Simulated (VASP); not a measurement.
# TaC (Fm-3m) in VASP: single point with PBEsol

Aim: the single point of TaC with PBEsol.

Everything below comes from runs of VASP 6.6.1. Logs are shortened: lines on timing, memory, paths and dates and some standing lists are left out, and cuts for length are marked.

**1. The cell of the first run**

The structure is cubic, space group Fm-3m (No. 225). Conventional cell: a = 4.446 Å, b = 4.446 Å, c = 4.446 Å, α = 90.00°, β = 90.00°, γ = 90.00°. Ta (site symmetry m-3m) has 6 C at 2.22 Å within 2.9 Å. Within 2.9 Å of C (site symmetry m-3m) lie 6 Ta at 2.22 Å.

**2. Single point, PBEsol**

The input, INCAR:

```
SYSTEM = TaC
ALGO     = Normal         ! electronic algorithm
EDIFF    = 1E-6           ! SCF threshold, eV
ENCUT    = 600            ! plane-wave cutoff, eV
GGA      = PS             ! functional
GGA_COMPAT= .False.      
ISIF     = 2              ! what is computed and relaxed
ISMEAR   = -1             ! smearing method
LASPH    = .True.         ! aspherical terms in the spheres
LCHARG   = .False.        ! write CHGCAR
LREAL    = .False.        ! projectors in reciprocal space
LWAVE    = .False.        ! write WAVECAR
NBANDS   = 14             ! bands
NELM     = 120            ! most SCF steps
PREC     = Accurate       ! precision mode
SIGMA    = 0.0272         ! smearing width, eV
```

The input, KPOINTS:

```
k-points
0
Gamma
  10 10 10
  0 0 0
```

The input, POSCAR:

```
TaC
1.0
    0.0000000000      2.2230000000      2.2230000000
    2.2230000000      0.0000000000      2.2230000000
    2.2230000000      2.2230000000      0.0000000000
Ta C
1 1
Direct
    0.0000000000      0.0000000000      0.0000000000
    0.5000000000      0.5000000000      0.5000000000
```

Potentials or basis: VASP PAW PBE potentials, release 64 (Ta_pv, C).

Command:

```
cat potpaw_PBE.64/Ta_pv/POTCAR potpaw_PBE.64/C/POTCAR > POTCAR
mpirun -np 1 vasp_std > vasp.out
```

OUTCAR:

```text
SYSTEM = TaC
   EDIFF = 1E-6
   ENCUT = 600
   GGA = PS
   ISIF = 2
   ISMEAR = -1
   LASPH = .True.
   LREAL = .False.
   NELM = 120
   PREC = Accurate

 ion  position               nearest neighbor table
   1  0.000  0.000  0.000-   2 2.22   2 2.22   2 2.22   2 2.22   2 2.22   2 2.22
   2  0.500  0.500  0.500-   1 2.22   1 2.22   1 2.22   1 2.22   1 2.22   1 2.22

  LATTYP: Found a face centered cubic cell.
 ALAT       =     4.4460000000

  Lattice vectors:

 A1 = (   0.0000000000,   2.2230000000,   2.2230000000)
 A2 = (   2.2230000000,   0.0000000000,   2.2230000000)
 A3 = (   2.2230000000,   2.2230000000,   0.0000000000)

Analysis of symmetry for initial positions (statically):
=====================================================================
 Subroutine PRICEL returns:
 Original cell was already a primitive cell.

 Routine SETGRP: Setting up the symmetry group for a
 face centered cubic supercell.

 Subroutine GETGRP returns: Found 48 space group operations
 (whereof 48 operations were pure point group operations)
 out of a pool of 48 trial point group operations.

The static configuration has the point symmetry O_h .

Analysis of symmetry for dynamics (positions and initial velocities):
=====================================================================
 Subroutine PRICEL returns:
 Original cell was already a primitive cell.

 Routine SETGRP: Setting up the symmetry group for a
 face centered cubic supercell.

 Subroutine GETGRP returns: Found 48 space group operations
 (whereof 48 operations were pure point group operations)
 out of a pool of 48 trial point group operations.

The dynamic configuration has the point symmetry O_h .

 Subroutine INISYM returns: Found 48 space group operations
 (whereof 48 operations are pure point group operations),
 and found     1 'primitive' translations

----------------------------------------------------------------------------------------

                                     Primitive cell

  volume of cell :      21.9709

  direct lattice vectors                    reciprocal lattice vectors
     0.000000000  2.223000000  2.223000000    -0.224921278  0.224921278  0.224921278
     2.223000000  0.000000000  2.223000000     0.224921278 -0.224921278  0.224921278
     2.223000000  2.223000000  0.000000000     0.224921278  0.224921278 -0.224921278

  length of vectors
     3.143796749  3.143796749  3.143796749     0.389575080  0.389575080  0.389575080

  position of ions in fractional coordinates (direct lattice)
     0.000000000  0.000000000  0.000000000
     0.500000000  0.500000000  0.500000000

  ion indices of the primitive-cell ions
   primitive index   ion index
                 1           1
                 2           2

----------------------------------------------------------------------------------------

 KPOINTS: k-points

Automatic generation of k-mesh.
 Grid dimensions read from file:
 generate k-points for:   10   10   10

 Generating k-lattice:

  Cartesian coordinates                     Fractional coordinates (reciprocal lattice)
    -0.022492128  0.022492128  0.022492128     0.100000000  0.000000000  0.000000000
     0.022492128 -0.022492128  0.022492128     0.000000000  0.100000000  0.000000000
     0.022492128  0.022492128 -0.022492128     0.000000000  0.000000000  0.100000000

  Length of vectors
     0.038957508  0.038957508  0.038957508

  Shift w.r.t. Gamma in fractional coordinates (k-lattice)
     0.000000000  0.000000000  0.000000000

 Subroutine IBZKPT returns following result:
 ===========================================

 Found     47 irreducible k-points:

 Following reciprocal coordinates:
            Coordinates               Weight
  0.000000  0.000000  0.000000      1.000000
  0.100000  0.000000  0.000000      8.000000
  0.200000  0.000000  0.000000      8.000000
  0.300000  0.000000  0.000000      8.000000
  0.400000  0.000000  0.000000      8.000000
  0.500000  0.000000  0.000000      4.000000
[... 16 lines left out ...]
  0.300000  0.300000  0.000000      6.000000
  0.400000  0.300000  0.000000     24.000000
 [... further k-points ...]
   k-points           NKPTS =     47   k-points in BZ     NKDIM =     47   number of bands    NBANDS=     14
   number of dos      NEDOS =    301   number of ions     NIONS =      2
   total plane-waves  NPLWV =  21952
   dimension x,y,z NGX =    28 NGY =   28 NGZ =   28
   dimension x,y,z NGXF=    56 NGYF=   56 NGZF=   56
   ions per type =               1   1
   NGX,Y,Z   is equivalent  to a cutoff of  14.81, 14.81, 14.81 a.u.
   NGXF,Y,Z  is equivalent  to a cutoff of  29.61, 29.61, 29.61 a.u.
 SYSTEM =  TaC
   PREC   = accura    normal or accurate (medium, high low for compatibility)
   ISTART =      0    job   : 0-new  1-cont  2-samecut
   ICHARG =      2    charge: 1-file 2-atom 10-const
   ISPIN  =      1    spin polarized calculation?
   LNONCOLLINEAR =      F non collinear calculations
   LSORBIT =      F    spin-orbit coupling
   LASPH  =      T    aspherical Exc in radial PAW
   ENCUT  =  600.0 eV  44.10 Ry    6.64 a.u.   6.28  6.28  6.28*2*pi/ulx,y,z
   NELM   =    120;   NELMIN=  2; NELMDL= -5     # of ELM steps
   EDIFF  = 0.1E-05   stopping-criterion for ELM
   LREAL  =      F    real-space projection
   EDIFFG = 0.1E-04   stopping-criterion for IOM
   NSW    =      0    number of steps for IOM
   IBRION =     -1    ionic relax: 0-MD 1-quasi-New 2-CG
   NFREE  =      0    steps in history (QN), initial steepest desc. (CG)
   ISIF   =      2    stress and relaxation
   ISYM   =      2    0-nonsym 1-usesym 2-fastsym
   POTIM  = 0.5000    time-step for ionic-motion
   TEBEG  =    0.0;   TEEND  =   0.0 temperature during run
   PSTRESS=    0.0 pullay stress
   NELECT =      15.0000    total number of electrons
   NUPDOWN=      -1.0000    fix difference up-down
   EMIN   =  10.00;   EMAX   =-10.00  energy-range for DOS
   EFERMI =   0.00;   METHOD = LEGACY
   ISMEAR =    -1;   SIGMA  =   0.03  broadening in eV -4-tet -1-fermi 0-gaus
   EFERMI_NEDOS =   21; number of points for ismear=-14 and -15
   IALGO  =     38    algorithm
   IMIX   =      4    mixing-type and parameters
     AMIX     =   0.40;   BMIX     =  1.00
     AMIX_MAG =   1.60;   BMIX_MAG =  1.00
  volume/ion in A,a.u.               =      10.99        74.13
  Fermi-wavevector in a.u.,A,eV,Ry     =   1.441526  2.724089 28.272865  2.077997
  Thomas-Fermi vector in A             =   2.560148
   LORBIT       =      0    0 simple, 1 ext, 2 COOP (PROOUT), +10 PAW based schemes
   GGA     = PS    functional components
   LHFCALC =     F    Hartree Fock is set to
   AEXX    =    0.0000 exact exchange contribution
   IVDW    =     0    specifies the selected vdW correction
   LEPSILON=     F    determine dielectric tensor
   LRPA    =     F    only Hartree local field effects (RPA)
 non-spin polarized calculation
  energy-cutoff  :      600.00
  volume of cell :       21.97
 maximum number of plane-waves:       754
 NGX is ok and might be reduce to    28
   NGX = 13   NGY = 13   NGZ = 13

 number of electron      14.9999999 magnetization

 Free energy of the ion-electron system (eV)
  ---------------------------------------------------
  ext. energy  EPLUGINS =         0.00000000
  ---------------------------------------------------
  free energy    TOTEN  =       -23.53430882 eV

  energy without entropy =      -23.53364253  energy(sigma->0) =      -23.53397567

 E-fermi :   8.2131     XC(G=0): -13.3579

 val. band max:        8.1974228314   @ k =   0.2000   0.0000   0.0000
 cond. band min:       8.4096094359   @ k =  -0.4000   0.3000   0.0000
 fundamental gap:      0.2121866044
 Fermi energy:         8.2131107593

 k-point     1 :       0.0000    0.0000    0.0000
  band No.  band energies     occupation
      1     -26.6702      2.00000
      2     -26.6702      2.00000
      3     -26.6702      2.00000
      4      -6.5285      2.00000
      5       6.9341      2.00000
      6       6.9341      2.00000
      7       6.9341      2.00000
      8       7.8603      2.00000
      9       7.8603      2.00000
     10       7.8603      2.00000
     11       8.9500      0.00000
     12       8.9500      0.00000
     13      14.9831      0.00000
     14      18.3191      0.00000

 k-point     2 :       0.1000    0.0000    0.0000
  band No.  band energies     occupation
      1     -26.7451      2.00000
      2     -26.6777      2.00000
      3     -26.6777      2.00000
      4      -6.2434      2.00000
      5       5.7494      2.00000
      6       6.2028      2.00000
      7       6.2028      2.00000
      8       7.4942      2.00000
      9       7.4942      2.00000
     10       8.4715      0.00015
     11      10.6128      0.00000
     12      10.6128      0.00000
     13      15.5076      0.00000
     14      19.0274      0.00000

 k-point     3 :       0.2000    0.0000    0.0000
  band No.  band energies     occupation
      1     -26.9363      2.00000
      2     -26.6972      2.00000
      3     -26.6972      2.00000
      4      -5.4441      2.00000
      5       3.9589      2.00000
      6       4.7796      2.00000
      7       4.7796      2.00000
      8       8.1974      1.28064
      9       8.1974      1.28064
     10       9.0362      0.00000
     11      12.9524      0.00000
     12      12.9524      0.00000
     13      16.5885      0.00000
     14      20.6584      0.00000
[... 324 lines left out ...]
 k-point    23 :       0.3000    0.3000    0.0000
  band No.  band energies     occupation
      1     -27.1170      2.00000
      2     -26.8395      2.00000
      3     -26.8395      2.00000
      4      -4.4242      2.00000
      5       2.1286      2.00000
      6       4.5567      2.00000
      7       5.9776      2.00000
      8       5.9776      2.00000
      9      10.1593      0.00000
     10      12.1183      0.00000
     11      12.1183      0.00000
     12      14.6697      0.00000
     13      19.9294      0.00000
     14      21.2349      0.00000

 k-point    24 :       0.4000    0.3000    0.0000
  band No.  band energies     occupation
      1     -27.2102      2.00000
      2     -26.8893      2.00000
      3     -26.8667      2.00000
      4      -4.1315      2.00000
      5       2.2612      2.00000
      6       3.9147      2.00000
      7       5.6034      2.00000
      8       6.4681      2.00000
      9      11.0672      0.00000
     10      12.3587      0.00000
     11      12.5874      0.00000
     12      15.6315      0.00000
     13      18.6868      0.00000
     14      20.4332      0.00000

 [... further k-points ...]
[... 5 lines left out ...]
  --------------------------------------------------------------------------------------
  -------------------------------------------------------------------------------------
  Total       -0.1118882     -0.1118882     -0.1118882      0.0000000      0.0000000      0.0000000
  in kB       -8.1591798     -8.1591798     -8.1591798      0.0000000      0.0000000      0.0000000
  external PRESSURE =      -8.1591798 kB  Pullay stress =       0.0000000 kB

 VOLUME and BASIS-vectors are now :
 -----------------------------------------------------------------------------
  energy-cutoff  :      600.00
  volume of cell :       21.97
      direct lattice vectors                 reciprocal lattice vectors
     0.000000000  2.223000000  2.223000000    -0.224921278  0.224921278  0.224921278
     2.223000000  0.000000000  2.223000000     0.224921278 -0.224921278  0.224921278
     2.223000000  2.223000000  0.000000000     0.224921278  0.224921278 -0.224921278

 POSITION                                       TOTAL-FORCE (eV/Angst)
 -----------------------------------------------------------------------------------
      0.00000      0.00000      0.00000         0.000000     -0.000000      0.000000
      2.22300      2.22300      2.22300        -0.000000      0.000000     -0.000000
 -----------------------------------------------------------------------------------
    total drift:                                0.000000      0.000000      0.000000

  FREE ENERGIE OF THE ION-ELECTRON SYSTEM (eV)
  ---------------------------------------------------
  free  energy   TOTEN  =       -23.5343088154 eV

  energy  without entropy=      -23.5336425262  energy(sigma->0) =      -23.53397567
```

It took 21 s on 1 thread of AMD EPYC 9R45 (Zen 5), shared host; peak memory 0.13 GiB.

What came out:

| Property | Result |
| --- | --- |
| Free energy | -23.5343 eV |
| Pressure | -0.8 GPa |

Levels at points of the mesh, in eV from the Fermi level:
```csv
k point,band 4,band 5,band 6,band 7,band 8,band 9,band 10,band 11,band 12,band 13
"(0.00, 0.00, 0.00)",-14.74,-1.28,-1.28,-1.28,-0.35,-0.35,-0.35,0.74,0.74,6.77
"(0.50, 0.00, 0.00)",-10.19,-8.71,-5.42,-5.42,2.84,2.84,3.83,5.50,10.17,10.17
"(0.50, 0.50, 0.00)",-12.61,-4.53,-4.52,-1.65,-1.65,2.72,4.23,4.23,7.00,8.34
```

Caveat: the PAW data sets were made with another functional, which shifts forces and pressure a little; spin-orbit coupling is left out, which moves the levels of the heavy elements.
